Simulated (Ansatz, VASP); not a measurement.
**Te2As3: VASP beside Ansatz**

The input INCAR:

```
PREC     = Accurate       # precision mode
ENCUT    = 600            # plane-wave cutoff, eV
EDIFF    = 1E-6           # SCF threshold, eV
ISMEAR   = 0              # smearing method
SIGMA    = 0.1            # smearing width, eV
LREAL    = F              # projectors in reciprocal space
LASPH    = T              # aspherical terms in the spheres
NELM     = 60             # most SCF steps
ALGO     = Normal         # electronic algorithm
ISIF     = 3              # what is computed and relaxed
LWAVE    = F              # write WAVECAR
LCHARG   = F              # write CHGCAR
GGA      = PE             # functional
IBRION   = 2              # ionic algorithm
NSW      = 90             # ionic steps
EDIFFG   = -0.04          # ionic threshold
```

The input KPOINTS:

```
regular mesh
0
Gamma
  4 4 4
```

Contents of POSCAR:

```
Te2As3
1.0
    4.4297172300      0.0000000000      0.0000000000
    0.0000000000      4.4297172300      0.0000000000
    0.0000000000      0.0000000000      6.5244367600
Te As
2 3
Direct
    0.0000000000      0.0000000000      0.7211286400
    0.5000000000      0.5000000000      0.2898103300
    0.5000000000      0.0000000000      0.9934612500
    0.0000000000      0.5000000000      0.9934612500
    0.0000000000      0.0000000000      0.2721384500
```

Input for Ansatz:

```yaml
crystal:
  lattice:
    - [4.42971723, 0.0, 0.0]
    - [0.0, 4.42971723, 0.0]
    - [0.0, 0.0, 6.52443676]
  atoms:
    - { symbol: Te, position: [0.0, 0.0, 0.72112864] }
    - { symbol: Te, position: [0.5, 0.5, 0.28981033] }
    - { symbol: As, position: [0.5, 0.0, 0.99346125] }
    - { symbol: As, position: [0.0, 0.5, 0.99346125] }
    - { symbol: As, position: [0.0, 0.0, 0.27213845] }
basis:
  ecutwfc: 420
kpoints:
  mp_grid: { grid: [4, 4, 4] }
hamiltonian:
  xc: pbe
scf:
  occupations: { method: gaussian, width: 0.1 }
  lower_state_search: "off"
output:
  forces: true
  stress: true
  eigenvalues: true
relax:
  adjacent_minimum: "off"
  f_tol: 0.04
  max_steps: 70
  cell: { stress_tol: 0.4 }
```

Change from the starting cell: species swapped into the Cu3Te2 type (P4mm, No. 99).

Alike in both runs: task relaxation of cell and atoms; functional PBE; k mesh 4 × 4 × 4; occupations gaussian, width 0.1 eV; no spin polarisation.

|  | VASP | Ansatz |
| --- | --- | --- |
| version | VASP 6.6.1 | Ansatz 0.2.0 |
| potentials or method | VASP PAW PBE potentials, release 64 (Te, As), cutoff 600 eV | scalar-relativistic, plane waves, PAW |
| valence electrons in the cell | 27 | 77 |

```csv
,VASP,Ansatz,Ansatz less VASP
"gap on the k mesh at the Fermi level, each at its own relaxed structure (eV)",none,none,-
relaxed volume (Å³/atom),30.08,29.88,-0.198
relaxed cell length with the largest relative difference (Å),8.946,8.895,-0.0507
```

A gap of «none» marks a metal or a gap that the smearing closes. VASP's potentials hold 27 valence electrons a cell and Ansatz's 77, so a difference there can come from the potentials and not from the codes.

Spin-orbit coupling is off throughout. Noted on VASP's run: the volume moved by over 15 % at a fixed basis, so the end points are rough.
